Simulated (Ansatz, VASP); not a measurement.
# One calculation of NiO, two programs

```
Ni O
1.0
    -2.13379   -2.13379    4.26758
    -4.26758   -2.13379    2.13379
    -2.13379   -4.26758    2.13379
Ni O
2 2
Cartesian
  0.0000 0.0000 0.0000
  -4.2676 -4.2676 4.2676
  2.1338 2.1338 2.1338
  -2.1338 -2.1338 6.4014
```

Alike in both runs: task single point; functional PBE; k mesh 5 × 5 × 5; occupations gaussian, width 0.05 eV; collinear spin; Hubbard terms Ni d U = 6.2 eV.

|  | VASP | Ansatz |
| --- | --- | --- |
| version | VASP 6.6.1 | Ansatz 0.2.0 |
| potentials or method | VASP PAW PBE potentials, release 64 (Ni_sv_GW, O), cutoff 700 eV | scalar-relativistic, plane waves, PAW |
| valence electrons in the cell | 48 | 48 |

```csv
,VASP,Ansatz,Ansatz less VASP
gap on the k mesh at the Fermi level (eV),2.77,2.73,-0.042
least direct gap on the mesh (eV),3.39,3.44,+0.049
pressure (GPa),-4.2,-2.1,+2.09
net moment per atom (μB),0.00,0.00,0.000
size of the moment on the site where the two differ most (μB),1.75,1.69,-0.060
```

Site moments also hang on the region over which each program counts them. The programs project onto different local orbitals, so the same U acts differently, and such runs can settle in different states.

The k mesh is coarse, so the values compare programs but aren't converged.
